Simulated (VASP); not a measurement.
# Al2Cu (I4/mcm) in VASP: notebook, part 2 of 2

VASP 6.6.1. The steps go on from the part before.

## 4. Single point, PBE

This run uses another cell than the first one, of 14.60 Å³/atom, 1.012 times its volume.

The input, INCAR:

```
SYSTEM = Al2Cu
  PREC = Accurate
  ENCUT = 520
  EDIFF = 1E-6
  ISMEAR = 0
  SIGMA = 0.15
  LREAL = .FALSE.
  LASPH = .TRUE.
  NELM = 60
  ALGO = Fast
  ISIF = 2
  LWAVE = .FALSE.
  LCHARG = .FALSE.
  GGA = PE
  NBANDS = 26
```

The input, KPOINTS:

```
Automatic mesh
0
G
  10 10 10
  0 0 0
```

The input, POSCAR:

```
Al2Cu
1.0
   -3.0564000000      3.0564000000      2.3436500000
    3.0564000000     -3.0564000000      2.3436500000
    3.0564000000      3.0564000000     -2.3436500000
Al Cu
4 2
Direct
    0.1587211657      0.6587211657      0.8174423314
    0.6587211657      0.8412788343      0.5000000000
    0.8412788343      0.3412788343      0.1825576686
    0.3412788343      0.1587211657      0.5000000000
    0.7500000000      0.7500000000      0.0000000000
    0.2500000000      0.2500000000      0.0000000000
```

Potentials or basis: VASP PAW PBE potentials, release 64 (Al, Cu).

Launch:

```
> cat potpaw_PBE.64/Al/POTCAR potpaw_PBE.64/Cu/POTCAR > POTCAR
> mpirun -np 1 vasp_std > vasp.out
```

OUTCAR:

```text
SYSTEM = Al2Cu
   PREC = Accurate
   ENCUT = 520
   EDIFF = 1E-6
   ISMEAR = 0
   LREAL = .FALSE.
   LASPH = .TRUE.
   NELM = 60
   ISIF = 2
   GGA = PE

 ion  position               nearest neighbor table
   1  0.159  0.659  0.817-   5 2.58   6 2.58   5 2.58   6 2.58   3 2.74   3 2.83   3 2.83   4 3.04
                             2 3.04   2 3.04   4 3.04   4 3.25   2 3.25   2 3.25   4 3.25
   2  0.659  0.841  0.500-   6 2.58   5 2.58   5 2.58   6 2.58   4 2.74   4 2.83   4 2.83   3 3.04
                             1 3.04   1 3.04   3 3.04   1 3.25   3 3.25   1 3.25   3 3.25
   3  0.841  0.341  0.183-   5 2.58   6 2.58   5 2.58   6 2.58   1 2.74   1 2.83   1 2.83   2 3.04
                             4 3.04   4 3.04   2 3.04   2 3.25   4 3.25   4 3.25   2 3.25
   4  0.341  0.159  0.500-   5 2.58   6 2.58   6 2.58   5 2.58   2 2.74   2 2.83   2 2.83   1 3.04
                             1 3.04   3 3.04   3 3.04   1 3.25   3 3.25   3 3.25   1 3.25
   5  0.750  0.750  0.000-   6 2.34   6 2.34   1 2.58   2 2.58   3 2.58   4 2.58   2 2.58   4 2.58
                             1 2.58   3 2.58
   6  0.250  0.250  0.000-   5 2.34   5 2.34   1 2.58   3 2.58   4 2.58   3 2.58   4 2.58   1 2.58
                             2 2.58   2 2.58

  LATTYP: Found a body centered tetragonal cell.
 ALAT       =     6.1128000000
 C/A-ratio  =     0.7668008114

  Lattice vectors:
[... 192 lines left out ...]

 val. band max:        8.2928117974   @ k =   0.5000   0.0000   0.0000
 cond. band min:       8.3025743424   @ k =   0.0000   0.0000   0.0000
 fundamental gap:      0.0097625450
 Fermi energy:         8.2941080404

 k-point     1 :       0.0000    0.0000    0.0000
  band No.  band energies     occupation
      1      -2.6894      2.00000
      2       2.7269      2.00000
      3       2.8873      2.00000
      4       3.0156      2.00000
      5       3.0156      2.00000
      6       3.9145      2.00000
[... 685 lines left out ...]
     25      14.8196      0.00000
     26      15.1636      0.00000

 [... further k-points ...]
[... 5 lines left out ...]
  --------------------------------------------------------------------------------------
  -------------------------------------------------------------------------------------
  Total       -0.0374779     -0.0374779      4.2398073      0.0000000      0.0000000      0.0000000
  in kB       -0.6856654     -0.6856654     77.5681754      0.0000000      0.0000000      0.0000000
  external PRESSURE =      25.3989482 kB  Pullay stress =       0.0000000 kB

 VOLUME and BASIS-vectors are now :
 -----------------------------------------------------------------------------
  energy-cutoff  :      520.00
  volume of cell :       87.57
      direct lattice vectors                 reciprocal lattice vectors
    -3.056400000  3.056400000  2.343650000     0.000000000  0.163591153  0.213342436
     3.056400000 -3.056400000  2.343650000     0.163591153  0.000000000  0.213342436
     3.056400000  3.056400000 -2.343650000     0.163591153  0.163591153  0.000000000

 POSITION                                       TOTAL-FORCE (eV/Angst)
 -----------------------------------------------------------------------------------
      4.02663      0.97023      0.00000        -0.113938     -0.113938      0.000000
      2.08617      0.97023      2.34365         0.113938     -0.113938     -0.000000
     -0.97023      2.08617      2.34365         0.113938      0.113938     -0.000000
      0.97023      2.08617      0.00000        -0.113938      0.113938     -0.000000
      0.00000      0.00000      3.51547         0.000000      0.000000      0.000000
      0.00000      0.00000      1.17182         0.000000     -0.000000      0.000000
 -----------------------------------------------------------------------------------
    total drift:                               -0.000000     -0.000000      0.000000

  FREE ENERGIE OF THE ION-ELECTRON SYSTEM (eV)
  ---------------------------------------------------
  free  energy   TOTEN  =       -23.3106003354 eV

  energy  without entropy=      -23.2892470949  energy(sigma->0) =      -23.29992372
```

OSZICAR:

```text
N       E                     dE             d eps       ncg     rms          rms(c)
DAV:   1     0.185874233483E+03    0.18587E+03   -0.13667E+04  5312   0.146E+03
DAV:   2    -0.156396678620E+02   -0.20151E+03   -0.18889E+03  5312   0.288E+02
DAV:   3    -0.276656680623E+02   -0.12026E+02   -0.11302E+02  6952   0.903E+01
DAV:   4    -0.280154347829E+02   -0.34977E+00   -0.34806E+00  7986   0.132E+01
DAV:   5    -0.280208621361E+02   -0.54274E-02   -0.54265E-02  7882   0.163E+00    0.214E+01
RMM:   6    -0.332700339655E+02   -0.52492E+01   -0.99835E+01  6455   0.132E+02    0.186E+01
RMM:   7    -0.236157295588E+02    0.96543E+01   -0.30081E+01  5636   0.767E+01    0.305E+00
RMM:   8    -0.233593560550E+02    0.25637E+00   -0.17850E+00  5850   0.183E+01    0.110E+00
RMM:   9    -0.233129858024E+02    0.46370E-01   -0.39490E-01  6074   0.267E+00    0.370E-01
RMM:  10    -0.233190441225E+02   -0.60583E-02   -0.64292E-02  6444   0.302E+00    0.669E-01
RMM:  11    -0.233102713479E+02    0.87728E-02   -0.20342E-02  6516   0.188E+00    0.139E-01
RMM:  12    -0.233105829940E+02   -0.31165E-03   -0.43983E-03  7610   0.431E-01    0.603E-02
RMM:  13    -0.233106079714E+02   -0.24977E-04   -0.64003E-04  7520   0.170E-01    0.181E-02
RMM:  14    -0.233106019479E+02    0.60235E-05   -0.12634E-04  6828   0.128E-01    0.242E-02
RMM:  15    -0.233106023347E+02   -0.38681E-06   -0.41417E-05  7629   0.463E-02    0.166E-02
RMM:  16    -0.233106035637E+02   -0.12290E-05   -0.51032E-06  5725   0.175E-02    0.185E-02
RMM:  17    -0.233106000811E+02    0.34826E-05   -0.25514E-05  6292   0.674E-02    0.180E-02
RMM:  18    -0.233106003354E+02   -0.25435E-06   -0.39766E-06  5561   0.289E-02
   1 F= -.23310600E+02 E0= -.23299924E+02  d E =-.213532E-01
```

stdout:

```text
POSCAR found type information on POSCAR AlCu
 POSCAR found :  2 types and       6 ions
 scaLAPACK will be used
 LDA part: xc-table for (Slater+PW92), standard interpolation
 POSCAR, INCAR and KPOINTS ok, starting setup
 FFT: planning ... GRIDC
 FFT: planning ... GRID_SOFT
 FFT: planning ... GRID
 WAVECAR not read
 entering main loop
```

Wall time 5.6 min (1 thread of Intel Xeon Platinum 8375C at 2.90GHz (Ice Lake), shared host); peak memory 0.37 GiB.

What came out:

| Quantity | Value |
| --- | --- |
| Free energy | -23.3106 eV |
| Pressure | 2.5 GPa |
| Largest force | 0.161 eV/Å |
| Band gap on the k mesh | zero (band 17 reaches 11.06 eV, above the bottom of band 18 at 6.27 eV) |

Forces in eV/Å, atoms in the order of the input:
```
Al  -0.114 -0.114  0.000
Al   0.114 -0.114  0.000
Al   0.114  0.114  0.000
Al  -0.114  0.114  0.000
Cu   0.000  0.000  0.000
Cu   0.000  0.000  0.000
```

## 5. The runs side by side

```tsv
cell	further INCAR settings	gap on the mesh (eV)	pressure (GPa)	largest force (eV/Å)
a = 4.843 Å, angles 106.3, 106.3, 116.1°, 6 atoms	ALGO = Fast; EDIFF = 1e-06; NBANDS = 26	none	4.5	0.29
a = 4.866 Å, angles 105.8, 105.8, 117.1°, 6 atoms	ALGO = Fast; EDIFF = 1e-07; NBANDS = 26	none	3.0	0.20
a = 4.917 Å, angles 103.1, 103.1, 123.1°, 6 atoms	ALGO = Fast; EDIFF = 1e-06; NBANDS = 26	none	2.5	0.16
```

Alike in all rows: task single point; level PBE; potentials or basis VASP PAW PBE potentials, release 64 (Al, Cu); no spin polarisation; k mesh 10 × 10 × 10; cutoff (eV) 520; smearing gaussian 0.15 eV.

Total energies depend on the potentials used, so only differences within one code and one set of settings carry meaning.
